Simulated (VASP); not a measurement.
CS2: single point with PBEsol

Crystal: CS2.

```xyz
6
Lattice="3.0923 -2.8214 0.0000 3.0923 2.8214 0.0000 0.0000 0.0000 9.4650" Properties=species:S:1:pos:R:3 pbc="T T T"
S     3.0923    1.8296    8.2625
S     3.0923    0.9918    3.5300
S     3.0923   -0.9918    5.9349
S     3.0923   -1.8296    1.2025
C     3.0923    0.0000    4.7325
C     0.0000    0.0000    0.0000
```

```
Program                : VASP 6.6.1
Task                   : single point
Functional             : PBEsol
Potentials or basis    : VASP PAW PBE potentials, release 64 (S, C)
Cutoff                 : 520 eV
k mesh                 : 6 × 6 × 3
Occupations            : fermi-dirac, width 0.05 eV
Spin                   : no spin polarisation
Dipole correction      : no
Further INCAR settings : ALGO = Normal; EDIFF = 1e-06; NBANDS = 25
```

The pressure is -0.5 GPa, the largest force is 0.205 eV/Å and the band gap on the k mesh is 2.93 eV, direct.

Forces in eV/Å, atoms in the order of the input:
```
S    0.000  0.131  0.158
S    0.000 -0.131  0.158
S    0.000  0.131 -0.158
S    0.000 -0.131 -0.158
C    0.000  0.000  0.000
C    0.000  0.000  0.000
```

Stress tensor (GPa, compression positive):
```
-0.07  0.00  0.00
 0.00 -0.58  0.00
 0.00  0.00 -0.80
```

Levels at points of the mesh, in eV from the valence-band top:
```
           k point  band 12  band 13  band 14  band 15  band 16  band 17  band 18  band 19  band 20  band 21
(0.00, 0.00, 0.00)    -2.63    -0.71    -0.58    -0.47    -0.10     3.03     3.10     3.79     3.94     5.41
(0.50, 0.00, 0.00)    -2.78    -0.50    -0.50    -0.27    -0.27     3.37     3.37     3.61     3.61     6.83
(0.50, 0.50, 0.00)    -3.28    -1.10    -1.05    -0.30     0.00     2.93     3.06     4.32     4.44     5.88
```

Wall time 38 s on 1 thread of Intel(R) Xeon(R) 6975P-C (Granite Rapids), on a shared host, peak memory 0.28 GiB.

Caveat: the PAW data sets were made with another functional, which shifts forces and pressure a little. A k mesh can miss the band edges.
